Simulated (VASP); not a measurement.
# GaN (F-43m) in VASP: notebook

Runs on GaN. Level: PBE. Tasks: single point, relaxation of the atoms.

Program: VASP 6.6.1. These are calculated values, not measurements. Logs are shortened: lines on timing, memory, paths and dates and some standing lists are left out, and cuts for length are marked.

## (1) The cell of the first run

The structure is cubic, space group F-43m (No. 216). Conventional cell: a = 4.455 Å, b = 4.455 Å, c = 4.455 Å, α = 90.00°, β = 90.00°, γ = 90.00°. Within 2.6 Å of Ga (site symmetry -43m) lie 4 N at 1.93 Å. Within 2.6 Å of N (site symmetry -43m) lie 4 Ga at 1.93 Å.

## (2) Single point, PBE (strained cell)

The input, INCAR:

```
PREC = Accurate
ENCUT = 520
EDIFF = 1E-7
ISMEAR = 0
SIGMA = 0.02
LREAL = False
LASPH = True
NELM = 60
ALGO = Normal
ISIF = 2
LWAVE = False
LCHARG = False
GGA = PE
NBANDS = 16
```

The input, KPOINTS:

```
regular mesh
0
Gamma
  10 10 10
```

The input, POSCAR:

```
GaN
1.0
    0.0000000000      2.2276025120      2.2276025120
    2.2276025120      0.0000000000      2.2276025120
    2.2276025120      2.2276025120      0.0000000000
Ga N
1 1
Direct
    0.0000000000      0.0000000000      0.0000000000
    0.2500000000      0.2500000000      0.2500000000
```

Potentials or basis: VASP PAW PBE potentials, release 64 (Ga_d, N).

Launch:

```console
cat potpaw_PBE.64/Ga_d/POTCAR potpaw_PBE.64/N/POTCAR > POTCAR
mpirun -np 1 vasp_std > vasp.out
```

OUTCAR:

```text
PREC = Accurate
   ENCUT = 520
   EDIFF = 1E-7
   ISMEAR = 0
   LREAL = False
   LASPH = True
   NELM = 60
   ISIF = 2
   GGA = PE

 ion  position               nearest neighbor table
   1  0.000  0.000  0.000-   2 1.93   2 1.93   2 1.93   2 1.93
   2  0.250  0.250  0.250-   1 1.93   1 1.93   1 1.93   1 1.93

  LATTYP: Found a face centered cubic cell.
 ALAT       =     4.4552050240

  Lattice vectors:

 A1 = (   0.0000000000,   2.2276025120,   2.2276025120)
 A2 = (   2.2276025120,   0.0000000000,   2.2276025120)
 A3 = (   2.2276025120,   2.2276025120,   0.0000000000)

Analysis of symmetry for initial positions (statically):
=====================================================================
 Subroutine PRICEL returns:
 Original cell was already a primitive cell.

 Routine SETGRP: Setting up the symmetry group for a
 face centered cubic supercell.

 Subroutine GETGRP returns: Found 24 space group operations
 (whereof 24 operations were pure point group operations)
 out of a pool of 48 trial point group operations.

The static configuration has the point symmetry T_d .

Analysis of symmetry for dynamics (positions and initial velocities):
=====================================================================
 Subroutine PRICEL returns:
 Original cell was already a primitive cell.

 Routine SETGRP: Setting up the symmetry group for a
 face centered cubic supercell.

 Subroutine GETGRP returns: Found 24 space group operations
 (whereof 24 operations were pure point group operations)
 out of a pool of 48 trial point group operations.

The dynamic configuration has the point symmetry T_d .

 Subroutine INISYM returns: Found 24 space group operations
 (whereof 24 operations are pure point group operations),
 and found     1 'primitive' translations

----------------------------------------------------------------------------------------

                                     Primitive cell

  volume of cell :      22.1077

  direct lattice vectors                    reciprocal lattice vectors
     0.000000000  2.227602512  2.227602512    -0.224456561  0.224456561  0.224456561
     2.227602512  0.000000000  2.227602512     0.224456561 -0.224456561  0.224456561
     2.227602512  2.227602512  0.000000000     0.224456561  0.224456561 -0.224456561

  length of vectors
     3.150305684  3.150305684  3.150305684     0.388770168  0.388770168  0.388770168

  position of ions in fractional coordinates (direct lattice)
     0.000000000  0.000000000  0.000000000
     0.250000000  0.250000000  0.250000000

  ion indices of the primitive-cell ions
   primitive index   ion index
                 1           1
                 2           2

----------------------------------------------------------------------------------------

 KPOINTS: regular mesh

Automatic generation of k-mesh.
 Grid dimensions read from file:
 generate k-points for:   10   10   10

 Generating k-lattice:

  Cartesian coordinates                     Fractional coordinates (reciprocal lattice)
    -0.022445656  0.022445656  0.022445656     0.100000000  0.000000000  0.000000000
     0.022445656 -0.022445656  0.022445656     0.000000000  0.100000000  0.000000000
     0.022445656  0.022445656 -0.022445656     0.000000000  0.000000000  0.100000000

  Length of vectors
     0.038877017  0.038877017  0.038877017

  Shift w.r.t. Gamma in fractional coordinates (k-lattice)
     0.000000000  0.000000000  0.000000000

 Subroutine IBZKPT returns following result:
 ===========================================

 Found     47 irreducible k-points:

 Following reciprocal coordinates:
            Coordinates               Weight
  0.000000  0.000000  0.000000      1.000000
  0.100000  0.000000  0.000000      8.000000
  0.200000  0.000000  0.000000      8.000000
  0.300000  0.000000  0.000000      8.000000
  0.400000  0.000000  0.000000      8.000000
  0.500000  0.000000  0.000000      4.000000
[... 16 lines left out ...]
  0.300000  0.300000  0.000000      6.000000
  0.400000  0.300000  0.000000     24.000000
 [... further k-points ...]
   k-points           NKPTS =     47   k-points in BZ     NKDIM =     47   number of bands    NBANDS=     16
   number of dos      NEDOS =    301   number of ions     NIONS =      2
   total plane-waves  NPLWV =  13824
   dimension x,y,z NGX =    24 NGY =   24 NGZ =   24
   dimension x,y,z NGXF=    48 NGYF=   48 NGZF=   48
   ions per type =               1   1
   NGX,Y,Z   is equivalent  to a cutoff of  12.67, 12.67, 12.67 a.u.
   NGXF,Y,Z  is equivalent  to a cutoff of  25.33, 25.33, 25.33 a.u.
 SYSTEM =  unknown system
   PREC   = accura    normal or accurate (medium, high low for compatibility)
   ISTART =      0    job   : 0-new  1-cont  2-samecut
   ICHARG =      2    charge: 1-file 2-atom 10-const
   ISPIN  =      1    spin polarized calculation?
   LNONCOLLINEAR =      F non collinear calculations
   LSORBIT =      F    spin-orbit coupling
   LASPH  =      T    aspherical Exc in radial PAW
   ENCUT  =  520.0 eV  38.22 Ry    6.18 a.u.   5.86  5.86  5.86*2*pi/ulx,y,z
   NELM   =     60;   NELMIN=  2; NELMDL= -5     # of ELM steps
   EDIFF  = 0.1E-06   stopping-criterion for ELM
   LREAL  =      F    real-space projection
   EDIFFG = 0.1E-05   stopping-criterion for IOM
   NSW    =      0    number of steps for IOM
   IBRION =     -1    ionic relax: 0-MD 1-quasi-New 2-CG
   NFREE  =      0    steps in history (QN), initial steepest desc. (CG)
   ISIF   =      2    stress and relaxation
   ISYM   =      2    0-nonsym 1-usesym 2-fastsym
   POTIM  = 0.5000    time-step for ionic-motion
   TEBEG  =    0.0;   TEEND  =   0.0 temperature during run
   PSTRESS=    0.0 pullay stress
   NELECT =      18.0000    total number of electrons
   NUPDOWN=      -1.0000    fix difference up-down
   EMIN   =  10.00;   EMAX   =-10.00  energy-range for DOS
   EFERMI =   0.00;   METHOD = LEGACY
   ISMEAR =     0;   SIGMA  =   0.02  broadening in eV -4-tet -1-fermi 0-gaus
   EFERMI_NEDOS =   21; number of points for ismear=-14 and -15
   IALGO  =     38    algorithm
   IMIX   =      4    mixing-type and parameters
     AMIX     =   0.40;   BMIX     =  1.00
     AMIX_MAG =   1.60;   BMIX_MAG =  1.00
  volume/ion in A,a.u.               =      11.05        74.59
  Fermi-wavevector in a.u.,A,eV,Ry     =   1.528685  2.888796 31.795148  2.336877
  Thomas-Fermi vector in A             =   2.636410
   LORBIT       =      0    0 simple, 1 ext, 2 COOP (PROOUT), +10 PAW based schemes
   GGA     = PE    functional components
   LHFCALC =     F    Hartree Fock is set to
   AEXX    =    0.0000 exact exchange contribution
   IVDW    =     0    specifies the selected vdW correction
   LEPSILON=     F    determine dielectric tensor
   LRPA    =     F    only Hartree local field effects (RPA)
 non-spin polarized calculation
 Gauss-broadening in eV      SIGMA  =   0.02
  energy-cutoff  :      520.00
  volume of cell :       22.11
 maximum number of plane-waves:       610
   NGX = 11   NGY = 11   NGZ = 11

 number of electron      18.0000016 magnetization

 Free energy of the ion-electron system (eV)
  ---------------------------------------------------
  ext. energy  EPLUGINS =         0.00000000
  ---------------------------------------------------
  free energy    TOTEN  =       -12.10110342 eV

  energy without entropy =      -12.10110342  energy(sigma->0) =      -12.10110342

 E-fermi :   5.8047     XC(G=0): -11.8536

 val. band max:        5.6657866583   @ k =   0.0000   0.0000   0.0000
 cond. band min:       7.6143735480   @ k =   0.0000   0.0000   0.0000
 fundamental gap:      1.9485868896
 Fermi energy:         5.8046715622

 k-point     1 :       0.0000    0.0000    0.0000
  band No.  band energies     occupation
      1     -10.5708      2.00000
      2      -7.8093      2.00000
      3      -7.8093      2.00000
      4      -7.8093      2.00000
      5      -7.4527      2.00000
      6      -7.4527      2.00000
[... 8 lines left out ...]
     15      24.7863      0.00000
     16      24.7863      0.00000

 k-point     2 :       0.1000    0.0000    0.0000
  band No.  band energies     occupation
      1     -10.4526      2.00000
      2      -7.7942      2.00000
      3      -7.7942      2.00000
      4      -7.7728      2.00000
      5      -7.4542      2.00000
      6      -7.4542      2.00000
[... 8 lines left out ...]
     15      23.4603      0.00000
     16      23.5151      0.00000

 k-point     3 :       0.2000    0.0000    0.0000
  band No.  band energies     occupation
      1     -10.1508      2.00000
      2      -7.7592      2.00000
      3      -7.7592      2.00000
      4      -7.6167      2.00000
      5      -7.4530      2.00000
      6      -7.4530      2.00000
[... 8 lines left out ...]
     15      22.6823      0.00000
     16      22.6823      0.00000

 k-point     4 :       0.3000    0.0000    0.0000
  band No.  band energies     occupation
      1      -9.8187      2.00000
      2      -7.7281      2.00000
      3      -7.7281      2.00000
      4      -7.4382      2.00000
      5      -7.4382      2.00000
      6      -7.2242      2.00000
[... 8 lines left out ...]
     15      23.2077      0.00000
     16      23.2077      0.00000
[... 324 lines left out ...]
 k-point    22 :      -0.2000    0.2000    0.0000
  band No.  band energies     occupation
      1      -9.7162      2.00000
      2      -7.7106      2.00000
      3      -7.6940      2.00000
      4      -7.4777      2.00000
      5      -7.4742      2.00000
      6      -7.0378      2.00000
[... 8 lines left out ...]
     15      23.4060      0.00000
     16      26.6593      0.00000

 k-point    23 :       0.3000    0.3000    0.0000
  band No.  band energies     occupation
      1      -9.6175      2.00000
      2      -7.6555      2.00000
      3      -7.5990      2.00000
      4      -7.5990      2.00000
      5      -7.3973      2.00000
      6      -7.0339      2.00000
[... 8 lines left out ...]
     15      28.0429      0.00000
     16      28.7161      0.00000

 k-point    24 :       0.4000    0.3000    0.0000
  band No.  band energies     occupation
      1      -9.4779      2.00000
      2      -7.6728      2.00000
      3      -7.5612      2.00000
      4      -7.5602      2.00000
      5      -7.3861      2.00000
      6      -6.5722      2.00000
[... 8 lines left out ...]
     15      28.4740      0.00000
     16      28.5526      0.00000

 [... further k-points ...]

------------------------ aborting loop because EDIFF is reached ----------------------------------------

  FORCE on cell =-STRESS in cart. coord.  units (eV):
  Direction    XX          YY          ZZ          XY          YZ          ZX
  --------------------------------------------------------------------------------------
  -------------------------------------------------------------------------------------
  Total        1.6906029      1.6906029      1.6906029     -0.0000000      0.0000000     -0.0000000
  in kB      122.5205940    122.5205940    122.5205940     -0.0000000      0.0000000     -0.0000000
  external PRESSURE =     122.5205940 kB  Pullay stress =       0.0000000 kB

 VOLUME and BASIS-vectors are now :
 -----------------------------------------------------------------------------
  energy-cutoff  :      520.00
  volume of cell :       22.11
      direct lattice vectors                 reciprocal lattice vectors
     0.000000000  2.227602512  2.227602512    -0.224456561  0.224456561  0.224456561
     2.227602512  0.000000000  2.227602512     0.224456561 -0.224456561  0.224456561
     2.227602512  2.227602512  0.000000000     0.224456561  0.224456561 -0.224456561

 POSITION                                       TOTAL-FORCE (eV/Angst)
 -----------------------------------------------------------------------------------
      0.00000      0.00000      0.00000         0.000000      0.000000      0.000000
      1.11380      1.11380      1.11380        -0.000000     -0.000000     -0.000000
 -----------------------------------------------------------------------------------
    total drift:                                0.000002      0.000002      0.000002

  FREE ENERGIE OF THE ION-ELECTRON SYSTEM (eV)
  ---------------------------------------------------
  free  energy   TOTEN  =       -12.1011034248 eV

  energy  without entropy=      -12.1011034248  energy(sigma->0) =      -12.10110342
```

Run time: 6.9 s. Hardware: 1 thread of Intel Xeon 6975P-C (Granite Rapids), shared host; peak memory 0.14 GiB.

What came out:

| Quantity | Value |
| --- | --- |
| Free energy | -12.1011 eV |
| Pressure | 12.3 GPa |
| Band gap on the k mesh | 1.95 eV |

Caveat: the cell differs from its parent crystal (strained cell); the cell stands under pressure.

## (3) Relaxation of the atoms, PBE (strained cell)

The input, INCAR:

```
SYSTEM = GaN
PREC = Accurate ; ENCUT = 520
EDIFF = 1E-7 ; ISMEAR = 0
SIGMA = 0.02 ; LREAL = .FALSE.
LASPH = .TRUE. ; NELM = 80
ALGO = Normal ; ISIF = 2
LWAVE = .FALSE. ; LCHARG = .FALSE.
GGA = PE ; IBRION = 2
NSW = 60 ; EDIFFG = -0.002
```

The input, KPOINTS:

```
regular mesh
0
G
  10 10 10
  0 0 0
```

POSCAR is that of step 2.

Potentials or basis: VASP PAW PBE potentials, release 64 (Ga_d, N).

Launch:

```console
cat potpaw_PBE.64/Ga_d/POTCAR potpaw_PBE.64/N/POTCAR > POTCAR
mpirun -np 1 vasp_std > vasp.out
```

Run time: 6.3 s. Hardware: 1 thread of Intel Xeon 6975P-C (Granite Rapids), shared host; peak memory 0.14 GiB.

It converged, with:

| Property | Result |
| --- | --- |
| Free energy | -12.1011 eV |
| Pressure after relaxing | 12.3 GPa |
| Band gap on the k mesh | 1.95 eV |

Final structure:
```
CELL_PARAMETERS angstrom
0.00000 2.22760 2.22760
2.22760 0.00000 2.22760
2.22760 2.22760 0.00000
ATOMIC_POSITIONS crystal
Ga 0.00000 0.00000 0.00000
N 0.25000 0.25000 0.25000
```

Levels at points of the mesh, in eV from the valence-band top:
```tsv
k point	band 6	band 7	band 8	band 9	band 10	band 11	band 12	band 13
(0.00, 0.00, 0.00)	-13.12	0.00	0.00	0.00	1.95	10.52	10.52	10.52
(0.50, 0.00, 0.00)	-11.87	-7.27	-1.01	-1.01	4.88	8.90	10.55	10.55
(0.50, 0.50, 0.00)	-11.46	-6.27	-2.83	-2.83	3.36	6.87	11.96	14.33
```

Caveat: the cell differs from its parent crystal (strained cell); the relaxation stopped at its first step, so nothing moved.
